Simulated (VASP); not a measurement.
# SnSe2 (P-3m1) in VASP: single point with PBE+D3(BJ)

Aim: the single point of SnSe2 with PBE+D3(BJ).

Everything below comes from runs of VASP 6.6.1. Logs are shortened: lines on timing, memory, paths and dates and some standing lists are left out, and cuts for length are marked.

### Step 1. The cell of the first run

Symmetry: P-3m1, No. 164, trigonal system. Conventional cell: a = 3.840 Å, b = 3.840 Å, c = 6.010 Å, α = 90.00°, β = 90.00°, γ = 120.00°. Within 3.6 Å of Sn (site symmetry -3m) lie 6 Se at 2.73 Å. Se (site symmetry 3m) has 3 Sn at 2.73 Å and 3 Se at 3.59 Å within 3.6 Å.

### Step 2. Single point, PBE+D3(BJ)

Contents of INCAR:

```
PREC = Accurate
ENCUT = 520
EDIFF = 1E-6
ISMEAR = 0
SIGMA = 0.02
LREAL = False
LASPH = True
NELM = 60
ALGO = Normal
ISIF = 2
LWAVE = False
LCHARG = False
GGA = PE
IVDW = 12
NBANDS = 20
```

Contents of KPOINTS:

```
regular mesh
0
Gamma
  6 6 4
```

Contents of POSCAR:

```
SnSe2
1.0
    3.8400588335      0.0000000000      0.0000000000
   -1.9200294167      3.3255885018      0.0000000000
    0.0000000000      0.0000000000      6.0097292652
Sn Se
1 2
Direct
    0.0000000000      0.0000000000      0.0000000000
    0.3333333333      0.6666666667      0.2651382426
    0.6666666667      0.3333333333      0.7348617574
```

Potentials or basis: VASP PAW PBE potentials, release 64 (Sn_d, Se).

Started as:

```
cat potpaw_PBE.64/Sn_d/POTCAR potpaw_PBE.64/Se/POTCAR > POTCAR
mpirun -np 1 vasp_std > vasp.out
```

OUTCAR:

```text
PREC = Accurate
   ENCUT = 520
   EDIFF = 1E-6
   ISMEAR = 0
   LREAL = False
   LASPH = True
   NELM = 60
   ISIF = 2
   GGA = PE
   IVDW = 12
 IVDW          = 12

 ion  position               nearest neighbor table
   1  0.000  0.000  0.000-   2 2.73   3 2.73   2 2.73   3 2.73   3 2.73   2 2.73
   2  0.333  0.667  0.265-   1 2.73   1 2.73   1 2.73
   3  0.667  0.333  0.735-   1 2.73   1 2.73   1 2.73

  LATTYP: Found a hexagonal cell.
 ALAT       =     3.8400588335
 C/A-ratio  =     1.5650096849

  Lattice vectors:

 A1 = (   3.8400588335,   0.0000000000,   0.0000000000)
 A2 = (  -1.9200294167,   3.3255885018,   0.0000000000)
 A3 = (   0.0000000000,   0.0000000000,   6.0097292652)

Analysis of symmetry for initial positions (statically):
=====================================================================
 Subroutine PRICEL returns:
 Original cell was already a primitive cell.

 Routine SETGRP: Setting up the symmetry group for a
 hexagonal supercell.

 Subroutine GETGRP returns: Found 12 space group operations
 (whereof 12 operations were pure point group operations)
 out of a pool of 24 trial point group operations.

The static configuration has the point symmetry D_3d.

Analysis of symmetry for dynamics (positions and initial velocities):
=====================================================================
 Subroutine PRICEL returns:
 Original cell was already a primitive cell.

 Routine SETGRP: Setting up the symmetry group for a
 hexagonal supercell.

 Subroutine GETGRP returns: Found 12 space group operations
 (whereof 12 operations were pure point group operations)
 out of a pool of 24 trial point group operations.

The dynamic configuration has the point symmetry D_3d.

 Subroutine INISYM returns: Found 12 space group operations
 (whereof 12 operations are pure point group operations),
 and found     1 'primitive' translations

----------------------------------------------------------------------------------------

                                     Primitive cell

  volume of cell :      76.7470

  direct lattice vectors                    reciprocal lattice vectors
     3.840058834  0.000000000  0.000000000     0.260412677  0.150349329  0.000000000
    -1.920029417  3.325588502  0.000000000     0.000000000  0.300698658  0.000000000
     0.000000000  0.000000000  6.009729265     0.000000000  0.000000000  0.166396847

  length of vectors
     3.840058834  3.840058833  6.009729265     0.300698658  0.300698658  0.166396847

  position of ions in fractional coordinates (direct lattice)
     0.000000000  0.000000000  0.000000000
     0.333333333  0.666666667  0.265138243
     0.666666667  0.333333333  0.734861757

  ion indices of the primitive-cell ions
   primitive index   ion index
                 1           1
                 2           2
                 3           3

----------------------------------------------------------------------------------------

 KPOINTS: regular mesh

Automatic generation of k-mesh.
 Grid dimensions read from file:
 generate k-points for:    6    6    4

 Generating k-lattice:

  Cartesian coordinates                     Fractional coordinates (reciprocal lattice)
     0.043402113  0.025058222  0.000000000     0.166666667  0.000000000  0.000000000
     0.000000000  0.050116443  0.000000000     0.000000000  0.166666667  0.000000000
     0.000000000  0.000000000  0.041599212     0.000000000  0.000000000  0.250000000

  Length of vectors
     0.050116443  0.050116443  0.041599212

  Shift w.r.t. Gamma in fractional coordinates (k-lattice)
     0.000000000  0.000000000  0.000000000

 Subroutine IBZKPT returns following result:
 ===========================================

 Found     24 irreducible k-points:

 Following reciprocal coordinates:
            Coordinates               Weight
  0.000000  0.000000  0.000000      1.000000
  0.166667  0.000000  0.000000      6.000000
  0.333333  0.000000  0.000000      6.000000
  0.500000  0.000000  0.000000      3.000000
  0.166667  0.166667  0.000000      6.000000
  0.333333  0.166667  0.000000     12.000000
[... 16 lines left out ...]
  0.333333  0.166667  0.500000     12.000000
  0.333333  0.333333  0.500000      2.000000
   k-points           NKPTS =     24   k-points in BZ     NKDIM =     24   number of bands    NBANDS=     20
   number of dos      NEDOS =    301   number of ions     NIONS =      3
   total plane-waves  NPLWV =  43200
   dimension x,y,z NGX =    30 NGY =   30 NGZ =   48
   dimension x,y,z NGXF=    60 NGYF=   60 NGZF=   96
   ions per type =               1   2
   NGX,Y,Z   is equivalent  to a cutoff of  12.99, 12.99, 13.28 a.u.
   NGXF,Y,Z  is equivalent  to a cutoff of  25.98, 25.98, 26.56 a.u.
 SYSTEM =  unknown system
   PREC   = accura    normal or accurate (medium, high low for compatibility)
   ISTART =      0    job   : 0-new  1-cont  2-samecut
   ICHARG =      2    charge: 1-file 2-atom 10-const
   ISPIN  =      1    spin polarized calculation?
   LNONCOLLINEAR =      F non collinear calculations
   LSORBIT =      F    spin-orbit coupling
   LASPH  =      T    aspherical Exc in radial PAW
   ENCUT  =  520.0 eV  38.22 Ry    6.18 a.u.   7.14  7.14 11.17*2*pi/ulx,y,z
   NELM   =     60;   NELMIN=  2; NELMDL= -5     # of ELM steps
   EDIFF  = 0.1E-05   stopping-criterion for ELM
   LREAL  =      F    real-space projection
   EDIFFG = 0.1E-04   stopping-criterion for IOM
   NSW    =      0    number of steps for IOM
   IBRION =     -1    ionic relax: 0-MD 1-quasi-New 2-CG
   NFREE  =      0    steps in history (QN), initial steepest desc. (CG)
   ISIF   =      2    stress and relaxation
   ISYM   =      2    0-nonsym 1-usesym 2-fastsym
   POTIM  = 0.5000    time-step for ionic-motion
   TEBEG  =    0.0;   TEEND  =   0.0 temperature during run
   PSTRESS=    0.0 pullay stress
   NELECT =      26.0000    total number of electrons
   NUPDOWN=      -1.0000    fix difference up-down
   EMIN   =  10.00;   EMAX   =-10.00  energy-range for DOS
   EFERMI =   0.00;   METHOD = LEGACY
   ISMEAR =     0;   SIGMA  =   0.02  broadening in eV -4-tet -1-fermi 0-gaus
   EFERMI_NEDOS =   21; number of points for ismear=-14 and -15
   IALGO  =     38    algorithm
   IMIX   =      4    mixing-type and parameters
     AMIX     =   0.40;   BMIX     =  1.00
     AMIX_MAG =   1.60;   BMIX_MAG =  1.00
  volume/ion in A,a.u.               =      25.58       172.64
  Fermi-wavevector in a.u.,A,eV,Ry     =   1.141245  2.156640 17.720771  1.302440
  Thomas-Fermi vector in A             =   2.277945
   LORBIT       =      0    0 simple, 1 ext, 2 COOP (PROOUT), +10 PAW based schemes
   GGA     = PE    functional components
   LHFCALC =     F    Hartree Fock is set to
   AEXX    =    0.0000 exact exchange contribution
   IVDW    =    12    specifies the selected vdW correction
   LEPSILON=     F    determine dielectric tensor
   LRPA    =     F    only Hartree local field effects (RPA)
 non-spin polarized calculation
 Gauss-broadening in eV      SIGMA  =   0.02
  energy-cutoff  :      520.00
  volume of cell :       76.75
 maximum number of plane-waves:      2098
 NGX is ok and might be reduce to    30
   NGX = 15   NGY = 15   NGZ = 23

 number of electron      26.0000002 magnetization

 Free energy of the ion-electron system (eV)
  ---------------------------------------------------
  ext. energy  EPLUGINS =         0.00000000
  ---------------------------------------------------
  free energy    TOTEN  =       -11.79540481 eV

  energy without entropy =      -11.79540481  energy(sigma->0) =      -11.79540481

 E-fermi :   4.5247     XC(G=0):  -9.5607

 val. band max:        4.3461787770   @ k =   0.1667   0.0000   0.0000
 cond. band min:       4.9776698611   @ k =   0.5000   0.0000   0.2500
 fundamental gap:      0.6314910840
 Fermi energy:         4.5247474646

 k-point     1 :       0.0000    0.0000    0.0000
  band No.  band energies     occupation
      1     -16.9795      2.00000
      2     -16.9795      2.00000
      3     -16.9468      2.00000
      4     -16.9350      2.00000
      5     -16.9350      2.00000
      6      -9.5122      2.00000
[... 12 lines left out ...]
     19      13.3009      0.00000
     20      13.3010      0.00000

 k-point     2 :       0.1667    0.0000    0.0000
  band No.  band energies     occupation
      1     -16.9899      2.00000
      2     -16.9710      2.00000
      3     -16.9427      2.00000
      4     -16.9379      2.00000
      5     -16.9337      2.00000
      6      -9.2518      2.00000
[... 12 lines left out ...]
     19      12.3578      0.00000
     20      13.4585      0.00000

 k-point     3 :       0.3333    0.0000    0.0000
  band No.  band energies     occupation
      1     -17.0142      2.00000
      2     -16.9609      2.00000
      3     -16.9521      2.00000
      4     -16.9239      2.00000
      5     -16.9227      2.00000
      6      -8.5612      2.00000
[... 12 lines left out ...]
     19      13.2511      0.00000
     20      14.4802      0.00000

 k-point     4 :       0.5000    0.0000    0.0000
  band No.  band energies     occupation
      1     -17.0271      2.00000
      2     -16.9595      2.00000
      3     -16.9565      2.00000
      4     -16.9153      2.00000
      5     -16.9146      2.00000
      6      -7.9695      2.00000
[... 12 lines left out ...]
     19      14.4656      0.00000
     20      15.4424      0.00000

 k-point     5 :       0.1667    0.1667    0.0000
  band No.  band energies     occupation
      1     -17.0020      2.00000
      2     -16.9682      2.00000
      3     -16.9453      2.00000
      4     -16.9362      2.00000
      5     -16.9225      2.00000
      6      -8.7706      2.00000
[... 12 lines left out ...]
     19      11.1391      0.00000
     20      14.5627      0.00000

 k-point     6 :       0.3333    0.1667    0.0000
  band No.  band energies     occupation
      1     -17.0140      2.00000
      2     -16.9700      2.00000
      3     -16.9488      2.00000
      4     -16.9257      2.00000
      5     -16.9148      2.00000
      6      -8.0367      2.00000
[... 12 lines left out ...]
     19      12.8191      0.00000
     20      14.6959      0.00000

 k-point     7 :       0.3333    0.3333    0.0000
  band No.  band energies     occupation
      1     -16.9936      2.00000
      2     -16.9936      2.00000
      3     -16.9342      2.00000
      4     -16.9342      2.00000
      5     -16.9179      2.00000
      6      -7.5400      2.00000
[... 12 lines left out ...]
     19      12.7827      0.00000
     20      12.7827      0.00000
[... 277 lines left out ...]
 k-point    20 :       0.3333    0.0000    0.5000
  band No.  band energies     occupation
      1     -17.0144      2.00000
      2     -16.9609      2.00000
      3     -16.9522      2.00000
      4     -16.9239      2.00000
      5     -16.9225      2.00000
      6      -8.3174      2.00000
[... 12 lines left out ...]
     19      13.9841      0.00000
     20      14.1008      0.00000

 k-point    21 :       0.5000    0.0000    0.5000
  band No.  band energies     occupation
      1     -17.0274      2.00000
      2     -16.9595      2.00000
      3     -16.9566      2.00000
      4     -16.9153      2.00000
      5     -16.9144      2.00000
      6      -7.8123      2.00000
[... 12 lines left out ...]
     19      13.6433      0.00000
     20      15.2867      0.00000

 k-point    22 :       0.1667    0.1667    0.5000
  band No.  band energies     occupation
      1     -17.0022      2.00000
      2     -16.9682      2.00000
      3     -16.9454      2.00000
      4     -16.9362      2.00000
      5     -16.9224      2.00000
      6      -8.5090      2.00000
[... 12 lines left out ...]
     19      12.2248      0.00000
     20      13.4666      0.00000

 k-point    23 :       0.3333    0.1667    0.5000
  band No.  band energies     occupation
      1     -17.0143      2.00000
      2     -16.9701      2.00000
      3     -16.9489      2.00000
      4     -16.9257      2.00000
      5     -16.9147      2.00000
      6      -7.8642      2.00000
[... 12 lines left out ...]
     19      12.5705      0.00000
     20      14.0822      0.00000

 k-point    24 :       0.3333    0.3333    0.5000
  band No.  band energies     occupation
      1     -16.9938      2.00000
      2     -16.9938      2.00000
      3     -16.9342      2.00000
      4     -16.9342      2.00000
      5     -16.9177      2.00000
      6      -7.5204      2.00000
[... 12 lines left out ...]
     19      13.4435      0.00000
     20      13.4509      0.00000

------------------------ aborting loop because EDIFF is reached ----------------------------------------

 Edisp (eV)   -1.09153

 E8    (eV) :    -0.4778

  FORCE on cell =-STRESS in cart. coord.  units (eV):
  Direction    XX          YY          ZZ          XY          YZ          ZX
  --------------------------------------------------------------------------------------
  -------------------------------------------------------------------------------------
  Total       0.06561     0.06561     0.00425     0.00000     0.00000    -0.00000
  in kB       1.36970     1.36970     0.08874     0.00000     0.00000    -0.00000
  external pressure =        0.94 kB  Pullay stress =        0.00 kB

 VOLUME and BASIS-vectors are now :
 -----------------------------------------------------------------------------
  energy-cutoff  :      520.00
  volume of cell :       76.75
      direct lattice vectors                 reciprocal lattice vectors
     3.840058834  0.000000000  0.000000000     0.260412677  0.150349329  0.000000000
    -1.920029417  3.325588502  0.000000000     0.000000000  0.300698658  0.000000000
     0.000000000  0.000000000  6.009729265     0.000000000  0.000000000  0.166396847

 POSITION                                       TOTAL-FORCE (eV/Angst)
 -----------------------------------------------------------------------------------
      0.00000      0.00000      0.00000        -0.000000      0.000000      0.000000
     -0.00000      2.21706      1.59341        -0.000000     -0.000000      0.002554
      1.92003      1.10853      4.41632         0.000000      0.000000     -0.002554
 -----------------------------------------------------------------------------------
    total drift:                                0.000000      0.000000      0.000000

  FREE ENERGIE OF THE ION-ELECTRON SYSTEM (eV)
  ---------------------------------------------------
  free  energy   TOTEN  =       -12.8869363577 eV

  energy  without entropy=      -12.8869363577  energy(sigma->0) =      -12.88693636
```

It took 54 s on 1 thread of AMD EPYC 7R13, shared host; peak memory 0.19 GiB.

What came out:

```
Free energy                : -12.8869 eV
Pressure                   : 0.1 GPa
Band gap on the k mesh     : 0.63 eV (least direct gap 0.81 eV)
Dispersion energy per atom : -0.364 eV
```

Forces on the atoms (eV/Å):
```
Sn   0.000  0.000  0.000
Se   0.000  0.000  0.003
Se   0.000  0.000 -0.003
```

Stress tensor (GPa, compression positive):
```
0.14 0.00 0.00
0.00 0.14 0.00
0.00 0.00 0.01
```

Caveat: spin-orbit coupling is left out, which moves the levels of the heavy elements. A k mesh can miss the band edges.
